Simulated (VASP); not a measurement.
# Ga2H3N2 in VASP: a series of runs

Ga2H3N2 is run at these levels: PBE; tasks: single point.

All numbers are computed with VASP 6.6.1; they aren't measurements. Logs are shortened: lines on timing, memory, paths and dates and some standing lists are left out, and cuts for length are marked.

## 1. The cell of the first run

The cell holds a wire or tube with vacuum around it, 28 atoms: a = 18.000 Å, b = 18.800 Å, c = 3.216 Å, α = 90.00°, β = 90.00°, γ = 90.00°.

## 2. Single point, PBE

Input file INCAR:

```
SYSTEM = Ga2H3N2
  ALGO = Normal
  EDIFF = 1E-6
  ENCUT = 520
  GGA = PE
  ISIF = 2
  ISMEAR = 0
  LASPH = .True.
  LCHARG = .False.
  LREAL = Auto
  LWAVE = .False.
  NBANDS = 98
  NELM = 100
  PREC = Accurate
  SIGMA = 0.05
```

Input file KPOINTS:

```
k-points
0
Gamma
  1 1 10
  0 0 0
```

Input file POSCAR:

```
Ga2H3N2
1.0
   18.0000000000      0.0000000000      0.0000000000
    0.0000000000     18.8000000000      0.0000000000
    0.0000000000      0.0000000000      3.2162589135
Ga N H
8 8 12
Direct
    0.5000000000      0.7032524484      0.0000000000
    0.5000000000      0.4613121837      0.0000000000
    0.4106594746      0.5822823161      0.5000000000
    0.4106594746      0.3403420514      0.5000000000
    0.5893405254      0.5822823161      0.5000000000
    0.5893405254      0.3403420514      0.5000000000
    0.3213189493      0.4613121837      0.0000000000
    0.6786810507      0.4613121837      0.0000000000
    0.5000000000      0.6427673822      0.5000000000
    0.5000000000      0.4008271176      0.5000000000
    0.5893405254      0.5217972499      0.0000000000
    0.5893405254      0.2798569852      0.0000000000
    0.4106594746      0.5217972499      0.0000000000
    0.4106594746      0.2798569852      0.0000000000
    0.3213189493      0.4008271176      0.5000000000
    0.6786810507      0.4008271176      0.5000000000
    0.5712166462      0.7514673379      0.0000000000
    0.4287833538      0.7514673379      0.0000000000
    0.3394428284      0.6304972056      0.5000000000
    0.5430723858      0.2485326621      0.0000000000
    0.6356086650      0.2485326621      0.0000000000
    0.6605571716      0.6304972056      0.5000000000
    0.4569276142      0.2485326621      0.0000000000
    0.3643913350      0.2485326621      0.0000000000
    0.2501023030      0.5095270732      0.0000000000
    0.7498976970      0.5095270732      0.0000000000
    0.2750508097      0.3695027944      0.5000000000
    0.7249491903      0.3695027944      0.5000000000
```

Potentials or basis: VASP PAW PBE potentials, release 64 (Ga_d, N, H).

The run is started by

```console
> cat potpaw_PBE.64/Ga_d/POTCAR potpaw_PBE.64/N/POTCAR potpaw_PBE.64/H/POTCAR > POTCAR
> mpirun -np 1 vasp_std > vasp.out
```

OUTCAR:

```text
SYSTEM = Ga2H3N2
   EDIFF = 1E-6
   ENCUT = 520
   GGA = PE
   ISIF = 2
   ISMEAR = 0
   LASPH = .True.
   LREAL = Auto
   NELM = 100
   PREC = Accurate

 ion  position               nearest neighbor table
   1  0.500  0.703  0.000-  17 1.57  18 1.57   9 1.97   9 1.97
   2  0.500  0.461  0.000-  10 1.97  10 1.97  13 1.97  11 1.97
   3  0.411  0.582  0.500-  19 1.57   9 1.97  13 1.97  13 1.97
   4  0.411  0.340  0.500-  15 1.97  14 1.97  14 1.97  10 1.97
   5  0.589  0.582  0.500-  22 1.57   9 1.97  11 1.97  11 1.97
   6  0.589  0.340  0.500-  16 1.97  12 1.97  12 1.97  10 1.97
[... 8 lines left out ...]
  15  0.321  0.401  0.500-  27 1.02   4 1.97   7 1.97   7 1.97
  16  0.679  0.401  0.500-  28 1.02   6 1.97   8 1.97   8 1.97
  17  0.571  0.751  0.000-   1 1.57
  18  0.429  0.751  0.000-   1 1.57
  19  0.339  0.630  0.500-   3 1.57
  20  0.543  0.249  0.000-  12 1.02
  21  0.636  0.249  0.000-  12 1.02
  22  0.661  0.630  0.500-   5 1.57
  23  0.457  0.249  0.000-  14 1.02
  24  0.364  0.249  0.000-  14 1.02
  25  0.250  0.510  0.000-   7 1.57
  26  0.750  0.510  0.000-   8 1.57
  27  0.275  0.370  0.500-  15 1.02
  28  0.725  0.370  0.500-  16 1.02

  LATTYP: Found a simple orthorhombic cell.
 ALAT       =     3.2162589135
 B/A-ratio  =     5.5965643576
 C/A-ratio  =     5.8453005512

  Lattice vectors:

 A1 = (   0.0000000000,   0.0000000000,   3.2162589135)
 A2 = (  18.0000000000,   0.0000000000,   0.0000000000)
 A3 = (   0.0000000000,  18.8000000000,   0.0000000000)

Analysis of symmetry for initial positions (statically):
=====================================================================
 Subroutine PRICEL returns:
 Original cell was already a primitive cell.

 Routine SETGRP: Setting up the symmetry group for a
 simple orthorhombic supercell.

 Subroutine GETGRP returns: Found  4 space group operations
 (whereof  4 operations were pure point group operations)
 out of a pool of  8 trial point group operations.

The static configuration has the point symmetry C_2v.

Analysis of symmetry for dynamics (positions and initial velocities):
=====================================================================
 Subroutine PRICEL returns:
 Original cell was already a primitive cell.

 Routine SETGRP: Setting up the symmetry group for a
 simple orthorhombic supercell.

 Subroutine GETGRP returns: Found  4 space group operations
 (whereof  4 operations were pure point group operations)
 out of a pool of  8 trial point group operations.

The dynamic configuration has the point symmetry C_2v.

 Subroutine INISYM returns: Found  4 space group operations
 (whereof  4 operations are pure point group operations),
 and found     1 'primitive' translations

----------------------------------------------------------------------------------------

                                     Primitive cell

  volume of cell :    1088.3820

  direct lattice vectors                    reciprocal lattice vectors
    18.000000000  0.000000000  0.000000000     0.055555556  0.000000000  0.000000000
     0.000000000 18.800000000  0.000000000     0.000000000  0.053191489  0.000000000
     0.000000000  0.000000000  3.216258913     0.000000000  0.000000000  0.310920242

  length of vectors
    18.000000000 18.800000000  3.216258913     0.055555556  0.053191489  0.310920242

  position of ions in fractional coordinates (direct lattice)
     0.500000000  0.703252448  0.000000000
     0.500000000  0.461312184  0.000000000
     0.410659475  0.582282316  0.500000000
     0.410659475  0.340342051  0.500000000
     0.589340525  0.582282316  0.500000000
     0.589340525  0.340342051  0.500000000
[... 20 lines left out ...]
     0.275050810  0.369502794  0.500000000
     0.724949190  0.369502794  0.500000000

  ion indices of the primitive-cell ions
   primitive index   ion index
                 1           1
                 2           2
                 3           3
                 4           4
                 5           5
                 6           6
[... 20 lines left out ...]
                27          27
                28          28

----------------------------------------------------------------------------------------

 KPOINTS: k-points

Automatic generation of k-mesh.
 Grid dimensions read from file:
 generate k-points for:    1    1   10

 Generating k-lattice:

  Cartesian coordinates                     Fractional coordinates (reciprocal lattice)
     0.055555556  0.000000000  0.000000000     1.000000000  0.000000000  0.000000000
     0.000000000  0.053191489  0.000000000     0.000000000  1.000000000  0.000000000
     0.000000000  0.000000000  0.031092024     0.000000000  0.000000000  0.100000000

  Length of vectors
     0.055555556  0.053191489  0.031092024

  Shift w.r.t. Gamma in fractional coordinates (k-lattice)
     0.000000000  0.000000000  0.000000000

 Subroutine IBZKPT returns following result:
 ===========================================

 Found      6 irreducible k-points:

 Following reciprocal coordinates:
            Coordinates               Weight
  0.000000  0.000000  0.000000      1.000000
  0.000000  0.000000  0.100000      2.000000
  0.000000  0.000000  0.200000      2.000000
  0.000000  0.000000  0.300000      2.000000
  0.000000  0.000000  0.400000      2.000000
  0.000000  0.000000  0.500000      1.000000
   k-points           NKPTS =      6   k-points in BZ     NKDIM =      6   number of bands    NBANDS=     98
   number of dos      NEDOS =    301   number of ions     NIONS =     28
   total plane-waves  NPLWV = 470400
   dimension x,y,z NGX =   140 NGY =  140 NGZ =   24
   dimension x,y,z NGXF=   280 NGYF=  280 NGZF=   48
   ions per type =               8   8  12
   NGX,Y,Z   is equivalent  to a cutoff of  12.93, 12.38, 12.41 a.u.
   NGXF,Y,Z  is equivalent  to a cutoff of  25.86, 24.76, 24.81 a.u.
 SYSTEM =  Ga2H3N2
   PREC   = accura    normal or accurate (medium, high low for compatibility)
   ISTART =      0    job   : 0-new  1-cont  2-samecut
   ICHARG =      2    charge: 1-file 2-atom 10-const
   ISPIN  =      1    spin polarized calculation?
   LNONCOLLINEAR =      F non collinear calculations
   LSORBIT =      F    spin-orbit coupling
   LASPH  =      T    aspherical Exc in radial PAW
   ENCUT  =  520.0 eV  38.22 Ry    6.18 a.u.  33.47 34.96  5.98*2*pi/ulx,y,z
   NELM   =    100;   NELMIN=  2; NELMDL= -5     # of ELM steps
   EDIFF  = 0.1E-05   stopping-criterion for ELM
   LREAL  =      T    real-space projection
   EDIFFG = 0.1E-04   stopping-criterion for IOM
   NSW    =      0    number of steps for IOM
   IBRION =     -1    ionic relax: 0-MD 1-quasi-New 2-CG
   NFREE  =      0    steps in history (QN), initial steepest desc. (CG)
   ISIF   =      2    stress and relaxation
   ISYM   =      2    0-nonsym 1-usesym 2-fastsym
   POTIM  = 0.5000    time-step for ionic-motion
   TEBEG  =    0.0;   TEEND  =   0.0 temperature during run
   PSTRESS=    0.0 pullay stress
   NELECT =     156.0000    total number of electrons
   NUPDOWN=      -1.0000    fix difference up-down
   EMIN   =  10.00;   EMAX   =-10.00  energy-range for DOS
   EFERMI =   0.00;   METHOD = LEGACY
   ISMEAR =     0;   SIGMA  =   0.05  broadening in eV -4-tet -1-fermi 0-gaus
   EFERMI_NEDOS =   21; number of points for ismear=-14 and -15
   IALGO  =     38    algorithm
   IMIX   =      4    mixing-type and parameters
     AMIX     =   0.40;   BMIX     =  1.00
     AMIX_MAG =   1.60;   BMIX_MAG =  1.00
  volume/ion in A,a.u.               =      38.87       262.31
  Fermi-wavevector in a.u.,A,eV,Ry     =   0.856754  1.619029  9.987039  0.734027
  Thomas-Fermi vector in A             =   1.973703
   LORBIT       =      0    0 simple, 1 ext, 2 COOP (PROOUT), +10 PAW based schemes
   GGA     = PE    functional components
   LHFCALC =     F    Hartree Fock is set to
   AEXX    =    0.0000 exact exchange contribution
   IVDW    =     0    specifies the selected vdW correction
   LEPSILON=     F    determine dielectric tensor
   LRPA    =     F    only Hartree local field effects (RPA)
 non-spin polarized calculation
 Gauss-broadening in eV      SIGMA  =   0.05
  energy-cutoff  :      520.00
  volume of cell :     1088.38
 maximum number of plane-waves:     29392
 NGX is ok and might be reduce to   140
   NGX = 67   NGY = 69   NGZ = 11

 number of electron     156.0000096 magnetization

 Free energy of the ion-electron system (eV)
  ---------------------------------------------------
  ext. energy  EPLUGINS =         0.00000000
  ---------------------------------------------------
  free energy    TOTEN  =      -134.64429372 eV

  energy without entropy =     -134.62827970  energy(sigma->0) =     -134.63628671

 E-fermi :  -2.2595     XC(G=0):  -3.2722

 val. band max:       -2.2754511397   @ k =   0.0000   0.0000   0.2000
 cond. band min:      -2.2246410763   @ k =   0.0000   0.0000   0.1000
 fundamental gap:      0.0508100634
 Fermi energy:        -2.2595298700

 k-point     1 :       0.0000    0.0000    0.0000
  band No.  band energies     occupation
      1     -22.7591      2.00000
      2     -22.4269      2.00000
      3     -20.1235      2.00000
      4     -20.1027      2.00000
      5     -19.7240      2.00000
      6     -18.7845      2.00000
[... 82 lines left out ...]
     89       1.3480      0.00000
     90       1.3745      0.00000

 k-point     2 :       0.0000    0.0000    0.1000
  band No.  band energies     occupation
      1     -22.7290      2.00000
      2     -22.4004      2.00000
      3     -20.0969      2.00000
      4     -20.0769      2.00000
      5     -19.7041      2.00000
      6     -18.7755      2.00000
[... 82 lines left out ...]
     89       1.5138      0.00000
     90       1.5973      0.00000

 k-point     3 :       0.0000    0.0000    0.2000
  band No.  band energies     occupation
      1     -22.6496      2.00000
      2     -22.3308      2.00000
      3     -20.0276      2.00000
      4     -20.0097      2.00000
      5     -19.6533      2.00000
      6     -18.7451      2.00000
[... 82 lines left out ...]
     89       1.8795      0.00000
     90       2.0510      0.00000

 k-point     4 :       0.0000    0.0000    0.3000
  band No.  band energies     occupation
      1     -22.5511      2.00000
      2     -22.2453      2.00000
      3     -19.9433      2.00000
      4     -19.9277      2.00000
      5     -19.5935      2.00000
      6     -18.6947      2.00000
[... 82 lines left out ...]
     89       2.2524      0.00000
     90       2.3171      0.00000

 k-point     5 :       0.0000    0.0000    0.4000
  band No.  band energies     occupation
      1     -22.4712      2.00000
      2     -22.1767      2.00000
      3     -19.8765      2.00000
      4     -19.8626      2.00000
      5     -19.5477      2.00000
      6     -18.6877      2.00000
[... 82 lines left out ...]
     89       2.3247      0.00000
     90       2.5932      0.00000

 k-point     6 :       0.0000    0.0000    0.5000
  band No.  band energies     occupation
      1     -22.4408      2.00000
      2     -22.1507      2.00000
      3     -19.8515      2.00000
      4     -19.8381      2.00000
      5     -19.5309      2.00000
      6     -18.6974      2.00000
[... 82 lines left out ...]
     89       2.2216      0.00000
     90       2.6618      0.00000
 [bands above 90 left out]

------------------------ aborting loop because EDIFF is reached ----------------------------------------

  FORCE on cell =-STRESS in cart. coord.  units (eV):
  Direction    XX          YY          ZZ          XY          YZ          ZX
  --------------------------------------------------------------------------------------
  -------------------------------------------------------------------------------------
  Total        0.4341563      3.0851905     12.3232337      0.0000000      0.0000000      0.0000000
  in kB        0.6391096      4.5416244     18.1406945      0.0000000      0.0000000      0.0000000
  external PRESSURE =       7.7738095 kB  Pullay stress =       0.0000000 kB

 VOLUME and BASIS-vectors are now :
 -----------------------------------------------------------------------------
  energy-cutoff  :      520.00
  volume of cell :     1088.38
      direct lattice vectors                 reciprocal lattice vectors
    18.000000000  0.000000000  0.000000000     0.055555556  0.000000000  0.000000000
     0.000000000 18.800000000  0.000000000     0.000000000  0.053191489  0.000000000
     0.000000000  0.000000000  3.216258913     0.000000000  0.000000000  0.310920242

 POSITION                                       TOTAL-FORCE (eV/Angst)
 -----------------------------------------------------------------------------------
      9.00000     13.22115      0.00000         0.000000      0.457570     -0.000000
      9.00000      8.67267      0.00000         0.000000      2.204574     -0.000000
      7.39187     10.94691      1.60813        -0.344929      1.485395      0.000000
      7.39187      6.39843      1.60813        -0.090576      1.855017     -0.000000
     10.60813     10.94691      1.60813         0.344929      1.485395     -0.000000
     10.60813      6.39843      1.60813         0.090576      1.855017     -0.000000
[... 20 lines left out ...]
      4.95091      6.94665      1.60813        -0.313052     -0.028860     -0.000000
     13.04909      6.94665      1.60813         0.313052     -0.028860     -0.000000
 -----------------------------------------------------------------------------------
    total drift:                               -0.000000     -0.011305      0.000030

  FREE ENERGIE OF THE ION-ELECTRON SYSTEM (eV)
  ---------------------------------------------------
  free  energy   TOTEN  =      -134.6442937188 eV

  energy  without entropy=     -134.6282796967  energy(sigma->0) =     -134.63628671
```

Run time: 54 min. Hardware: 1 thread of Intel Xeon 8259CL, shared host; peak memory 1.1 GiB.

What came out:

```yaml
Free_energy: -134.6443 eV
Largest_force: 2.207 eV/Å
Band_gap_on_the_k_mesh: zero (bands 78 and 79 overlap by 0.05 eV)
```

Forces in eV/Å, atoms in the order of the input:
```
Ga   0.000  0.458  0.000
Ga   0.000  2.205  0.000
Ga  -0.345  1.485  0.000
Ga  -0.091  1.855  0.000
Ga   0.345  1.485  0.000
Ga   0.091  1.855  0.000
Ga  -0.452  2.160  0.000
Ga   0.452  2.160  0.000
N    0.000 -1.214  0.000
N    0.000 -2.173  0.000
N   -0.474 -2.141  0.000
N    0.262 -0.017  0.000
N    0.474 -2.141  0.000
N   -0.262 -0.017  0.000
N    1.267 -1.492  0.000
N   -1.267 -1.492  0.000
H    0.258  0.050  0.000
H   -0.258  0.050  0.000
H   -0.079 -0.192  0.000
H    0.336 -0.559  0.000
H    0.051 -0.435  0.000
H    0.079 -0.192  0.000
H   -0.336 -0.559  0.000
H   -0.051 -0.435  0.000
H   -0.072 -0.324  0.000
H    0.072 -0.324  0.000
H   -0.313 -0.029  0.000
H    0.313 -0.029  0.000
```

## 3. Single point, PBE

This run uses another cell than the first one.

Input file INCAR:

```
SYSTEM = Ga2H3N2
PREC = Accurate ; ENCUT = 520
EDIFF = 1E-6 ; ISMEAR = 0
SIGMA = 0.05 ; LREAL = Auto
LASPH = .True. ; NELM = 80
ALGO = Normal ; ISIF = 2
LWAVE = .False. ; LCHARG = .False.
GGA = PE ; NBANDS = 98
```

Input file KPOINTS:

```
regular mesh
0
Gamma
  1 1 10
  0 0 0
```

Input file POSCAR:

```
Ga2H3N2
1.0
   18.0000000000      0.0000000000      0.0000000000
    0.0000000000     18.8000000000      0.0000000000
    0.0000000000      0.0000000000      3.2630730951
Ga N H
8 8 12
Direct
    0.5000000000      0.7042059515      0.0000000000
    0.5000000000      0.4654862388      0.0000000000
    0.4090811239      0.5859119106      0.5000000000
    0.4084944617      0.3461224579      0.5000000000
    0.5909188761      0.5859119106      0.5000000000
    0.5915055383      0.3461224579      0.5000000000
    0.3170301252      0.4697670363      0.0000000000
    0.6829698748      0.4697670363      0.0000000000
    0.5000000000      0.6381992199      0.5000000000
    0.5000000000      0.3957442128      0.5000000000
    0.5897764492      0.5182821959      0.0000000000
    0.5999689449      0.2810727708      0.0000000000
    0.4102235508      0.5182821959      0.0000000000
    0.4000310551      0.2810727708      0.0000000000
    0.3220404297      0.4032299209      0.5000000000
    0.6779595703      0.4032299209      0.5000000000
    0.5768291574      0.7440705169      0.0000000000
    0.4231708426      0.7440705169      0.0000000000
    0.3309448540      0.6221466129      0.5000000000
    0.5630282001      0.2396807177      0.0000000000
    0.6514720096      0.2577879759      0.0000000000
    0.6690551460      0.6221466129      0.5000000000
    0.4369717999      0.2396807177      0.0000000000
    0.3485279904      0.2577879759      0.0000000000
    0.2389149500      0.5047673706      0.0000000000
    0.7610850500      0.5047673706      0.0000000000
    0.2739490956      0.3738999073      0.5000000000
    0.7260509044      0.3738999073      0.5000000000
```

Potentials or basis: VASP PAW PBE potentials, release 64 (Ga_d, N, H).

The run is started by

```console
> cat potpaw_PBE.64/Ga_d/POTCAR potpaw_PBE.64/N/POTCAR potpaw_PBE.64/H/POTCAR > POTCAR
> mpirun -np 1 vasp_std > vasp.out
```

Wall time 19 min (1 thread of Intel Xeon Platinum 8488C (Sapphire Rapids), shared host); peak memory 1.1 GiB.

It converged, with:

| Item | Value |
| --- | --- |
| Free energy | -136.1088 eV |
| Largest force | 0.045 eV/Å |
| Band gap on the k mesh | 0.61 eV |

Forces on the atoms (eV/Å):
```
Ga   0.000  0.042  0.000
Ga   0.000  0.030  0.000
Ga  -0.029  0.034  0.000
Ga   0.003  0.030  0.000
Ga   0.029  0.034  0.000
Ga  -0.003  0.030  0.000
Ga  -0.026  0.036  0.000
Ga   0.026  0.036  0.000
N    0.000 -0.021  0.000
N    0.000 -0.033  0.000
N   -0.005 -0.025  0.000
N    0.006 -0.029  0.000
N    0.005 -0.025  0.000
N   -0.006 -0.029  0.000
N    0.004 -0.028  0.000
N   -0.004 -0.028  0.000
H   -0.017 -0.011  0.000
H    0.017 -0.011  0.000
H    0.020 -0.012  0.000
H   -0.010  0.004  0.000
H    0.007  0.007  0.000
H   -0.020 -0.012  0.000
H    0.010  0.004  0.000
H   -0.007  0.007  0.000
H    0.022 -0.014  0.000
H   -0.022 -0.014  0.000
H   -0.008 -0.001  0.000
H    0.008 -0.001  0.000
```

Levels at points of the mesh, in eV from the valence-band top:
| k point | band 75 | band 76 | band 77 | band 78 | band 79 | band 80 | band 81 | band 82 |
| --- | --- | --- | --- | --- | --- | --- | --- | --- |
| (0.00, 0.00, 0.00) | -0.92 | -0.35 | -0.22 | 0.00 | 0.61 | 1.50 | 2.16 | 2.61 |
| (0.00, 0.00, 0.50) | -1.22 | -0.86 | -0.76 | -0.24 | 3.03 | 3.21 | 3.34 | 3.52 |

Caveat: semilocal functionals underestimate gaps, and a narrow one can read as zero.

The gap in the log of VASP goes by the Fermi energy; the results here count the filled bands.